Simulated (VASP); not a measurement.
# ReP2 (P-4m2) in VASP: single point with PBE

Aim: the single point of ReP2 with PBE.

Everything below comes from runs of VASP 6.6.1. Logs are shortened: lines on timing, memory, paths and dates and some standing lists are left out, and cuts for length are marked.

## 1. The cell of the first run

It takes space group P-4m2 (No. 115, tetragonal). Conventional cell: a = 3.103 Å, b = 3.103 Å, c = 5.453 Å, α = 90.00°, β = 90.00°, γ = 90.00°. Within 3.0 Å of Re (site symmetry -4m2) lie 4 P at 2.29 Å. P (site symmetry 2mm) has 2 Re at 2.29 Å within 3.0 Å.

## 2. Single point, PBE, collinear spin, ferromagnetic start

INCAR

```
PREC = Accurate ; ENCUT = 520
EDIFF = 1E-7 ; ISMEAR = 0
SIGMA = 0.1 ; LREAL = F
LASPH = T ; NELM = 150
ALGO = Normal ; ISIF = 2
LWAVE = F ; LCHARG = T
ISPIN = 2 ; MAGMOM = 1 0 0
LORBIT = 11 ; LMAXMIX = 4
GGA = PE ; LELF = T
LVHAR = T ; NBANDS = 20
```

KPOINTS

```
regular mesh
0
Gamma
  6 6 4
```

POSCAR

```
ReP2
1.0
    3.1029752282      0.0000000000      0.0000000000
    0.0000000000      3.1029752282      0.0000000000
    0.0000000000      0.0000000000      5.4533950033
Re P
1 2
Direct
    0.0000000000      0.0000000000      0.0000000000
    0.5000000000      0.0000000000      0.3097013425
    0.0000000000      0.5000000000      0.6902986575
```

Potentials or basis: VASP PAW PBE potentials, release 64 (Re, P).

Command:

```sh
> cat potpaw_PBE.64/Re/POTCAR potpaw_PBE.64/P/POTCAR > POTCAR
> mpirun -np 1 vasp_std > vasp.out
```

OUTCAR:

```text
PREC = Accurate
   ENCUT = 520
   EDIFF = 1E-7
   ISMEAR = 0
   LREAL = F
   LASPH = T
   NELM = 150
   ISIF = 2
   ISPIN = 2
   LORBIT = 11
   GGA = PE

 ion  position               nearest neighbor table
   1  0.000  0.000  0.000-   2 2.29   3 2.29   3 2.29   2 2.29
   2  0.500  0.000  0.310-   1 2.29   1 2.29
   3  0.000  0.500  0.690-   1 2.29   1 2.29

  LATTYP: Found a simple tetragonal cell.
 ALAT       =     3.1029752282
 C/A-ratio  =     1.7574729420

  Lattice vectors:

 A1 = (   3.1029752282,   0.0000000000,   0.0000000000)
 A2 = (   0.0000000000,   3.1029752282,   0.0000000000)
 A3 = (   0.0000000000,   0.0000000000,   5.4533950033)

Analysis of symmetry for initial positions (statically):
=====================================================================
 Subroutine PRICEL returns:
 Original cell was already a primitive cell.

 Routine SETGRP: Setting up the symmetry group for a
 simple tetragonal supercell.

 Subroutine GETGRP returns: Found  8 space group operations
 (whereof  8 operations were pure point group operations)
 out of a pool of 16 trial point group operations.

The static configuration has the point symmetry D_2d.

Analysis of symmetry for dynamics (positions and initial velocities):
=====================================================================
 Subroutine PRICEL returns:
 Original cell was already a primitive cell.

 Routine SETGRP: Setting up the symmetry group for a
 simple tetragonal supercell.

 Subroutine GETGRP returns: Found  8 space group operations
 (whereof  8 operations were pure point group operations)
 out of a pool of 16 trial point group operations.

The dynamic configuration has the point symmetry D_2d.

Analysis of structural, dynamic, and magnetic symmetry:
=====================================================================
 Subroutine PRICEL returns:
 Original cell was already a primitive cell.

 Routine SETGRP: Setting up the symmetry group for a
 simple tetragonal supercell.

 Subroutine GETGRP returns: Found  8 space group operations
 (whereof  8 operations were pure point group operations)
 out of a pool of 16 trial point group operations.

The overall configuration has the point symmetry D_2d.

 Subroutine INISYM returns: Found  8 space group operations
 (whereof  8 operations are pure point group operations),
 and found     1 'primitive' translations

[... 117 lines left out ...]
  volume/ion in A,a.u.               =      17.50       118.11
  Fermi-wavevector in a.u.,A,eV,Ry     =   1.124130  2.124298 17.193256  1.263669
  Thomas-Fermi vector in A             =   2.260800
   LORBIT       =     11    0 simple, 1 ext, 2 COOP (PROOUT), +10 PAW based schemes
   GGA     = PE    functional components
   LHFCALC =     F    Hartree Fock is set to
   AEXX    =    0.0000 exact exchange contribution
   IVDW    =     0    specifies the selected vdW correction
   LEPSILON=     F    determine dielectric tensor
   LRPA    =     F    only Hartree local field effects (RPA)
 spin polarized calculation
 Gauss-broadening in eV      SIGMA  =   0.10
  energy-cutoff  :      520.00
  volume of cell :       52.51
 maximum number of plane-waves:      1456
 NGX is ok and might be reduce to    24
   NGX = 11   NGY = 11   NGZ = 21

 number of electron      17.0000004 magnetization       0.0131013

 number of electron      17.0000004 magnetization      -0.0000227

 Free energy of the ion-electron system (eV)
  ---------------------------------------------------
  ext. energy  EPLUGINS =         0.00000000
  ---------------------------------------------------
  free energy    TOTEN  =       -21.91017208 eV

  energy without entropy =      -21.90022788  energy(sigma->0) =      -21.90519998

 E-fermi :   6.4362     XC(G=0): -11.1443

 val. band max:        6.4287992126   @ k =   0.5000   0.3333   0.0000
 cond. band min:       6.4908055793   @ k =   0.5000   0.3333   0.5000
 fundamental gap:      0.0620063668
 Fermi energy:         6.4361515817

 spin component 1

 k-point     1 :       0.0000    0.0000    0.0000
  band No.  band energies     occupation
      1      -6.7900      1.00000
      2      -3.4077      1.00000
      3       0.0263      1.00000
      4       2.9519      1.00000
      5       4.1291      1.00000
      6       4.1291      1.00000
[... 541 lines left out ...]
     19      18.3980      0.00000
     20      19.3992      0.00000

 [... further k-points ...]

 spin component 2

 k-point     1 :       0.0000    0.0000    0.0000
  band No.  band energies     occupation
      1      -6.7900      1.00000
      2      -3.4076      1.00000
      3       0.0263      1.00000
      4       2.9519      1.00000
      5       4.1291      1.00000
      6       4.1291      1.00000
[... 541 lines left out ...]
     19      18.3980      0.00000
     20      19.3992      0.00000

 [... further k-points ...]
[... 5 lines left out ...]
  --------------------------------------------------------------------------------------
  -------------------------------------------------------------------------------------
  Total        0.1745546      0.1745546      0.2976106      0.0000000     -0.0000000      0.0000000
  in kB        5.3262108      5.3262108      9.0810363      0.0000000     -0.0000000      0.0000000
  external PRESSURE =       6.5778193 kB  Pullay stress =       0.0000000 kB

 VOLUME and BASIS-vectors are now :
 -----------------------------------------------------------------------------
  energy-cutoff  :      520.00
  volume of cell :       52.51
      direct lattice vectors                 reciprocal lattice vectors
     3.102975228  0.000000000  0.000000000     0.322271345  0.000000000  0.000000000
     0.000000000  3.102975228  0.000000000     0.000000000  0.322271345  0.000000000
     0.000000000  0.000000000  5.453395003     0.000000000  0.000000000  0.183372009

 POSITION                                       TOTAL-FORCE (eV/Angst)
 -----------------------------------------------------------------------------------
      0.00000      0.00000      0.00000         0.000000     -0.000000     -0.000000
      1.55149      0.00000      1.68892        -0.000000      0.000000      0.068351
      0.00000      1.55149      3.76447         0.000000     -0.000000     -0.068351
 -----------------------------------------------------------------------------------
    total drift:                               -0.000000     -0.000000      0.000000

  FREE ENERGIE OF THE ION-ELECTRON SYSTEM (eV)
  ---------------------------------------------------
  free  energy   TOTEN  =       -21.9101720843 eV

  energy  without entropy=      -21.9002278770  energy(sigma->0) =      -21.90519998

 total charge

# of ion       s       p       d       tot
------------------------------------------
    1        0.593   0.558   5.039   6.190
    2        1.104   1.332   0.000   2.436
    3        1.104   1.332   0.000   2.436
--------------------------------------------------
tot          2.800   3.223   5.039  11.062

 magnetization (x)

# of ion       s       p       d       tot
------------------------------------------
    1        0.000   0.000  -0.000  -0.000
    2       -0.000  -0.000   0.000  -0.000
    3       -0.000  -0.000   0.000  -0.000
--------------------------------------------------
tot         -0.000  -0.000  -0.000  -0.000
```

OSZICAR:

```text
N       E                     dE             d eps       ncg     rms          rms(c)
DAV:   1     0.471081912235E+02    0.47108E+02   -0.73310E+03  3820   0.838E+02
DAV:   2    -0.202857606961E+02   -0.67394E+02   -0.60960E+02  3856   0.197E+02
DAV:   3    -0.228459294771E+02   -0.25602E+01   -0.25241E+01  3840   0.432E+01
DAV:   4    -0.228610151624E+02   -0.15086E-01   -0.15063E-01  3656   0.239E+00
DAV:   5    -0.228613871869E+02   -0.37202E-03   -0.37194E-03  3708   0.328E-01    0.326E+01
DAV:   6    -0.222639761915E+02    0.59741E+00   -0.18180E+00  3992   0.330E+01    0.949E+00
DAV:   7    -0.222028168650E+02    0.61159E-01   -0.11873E+00  4056   0.264E+01    0.106E+01
DAV:   8    -0.219094468231E+02    0.29337E+00   -0.36472E-01  4080   0.151E+01    0.116E+00
DAV:   9    -0.219106825120E+02   -0.12357E-02   -0.48664E-02  3736   0.134E+00    0.303E-01
DAV:  10    -0.219102427334E+02    0.43978E-03   -0.17740E-03  3848   0.470E-01    0.125E-01
DAV:  11    -0.219101904257E+02    0.52308E-04   -0.24371E-04  3360   0.159E-01    0.115E-01
DAV:  12    -0.219101748927E+02    0.15533E-04   -0.22121E-05  3672   0.484E-02    0.489E-02
DAV:  13    -0.219101725445E+02    0.23482E-05   -0.78501E-06  3736   0.305E-02    0.241E-02
DAV:  14    -0.219101723003E+02    0.24421E-06   -0.42459E-06  3800   0.251E-02    0.461E-03
DAV:  15    -0.219101720754E+02    0.22484E-06   -0.47874E-07  2992   0.376E-03    0.311E-03
DAV:  16    -0.219101720843E+02   -0.88694E-08   -0.26383E-08  1728   0.256E-03
   1 F= -.21910172E+02 E0= -.21905200E+02  d E =-.994421E-02  mag=    -0.0000
```

It took 44 s on 1 thread of Intel Xeon 6975P-C, shared host; peak memory 0.21 GiB.

Results:

```
Free energy                                           : -21.9102 eV
Pressure                                              : 0.7 GPa
Largest force                                         : 0.068 eV/Å
Net moment                                            : 0.00 μB per cell
Valence electrons inside the program's atomic spheres : Re 6.19; P 2.44
```

Forces on the atoms (eV/Å):
```
Re   0.000  0.000  0.000
P    0.000  0.000  0.068
P    0.000  0.000 -0.068
```

Caveat: spin-orbit coupling is left out, which moves the levels of the heavy elements.
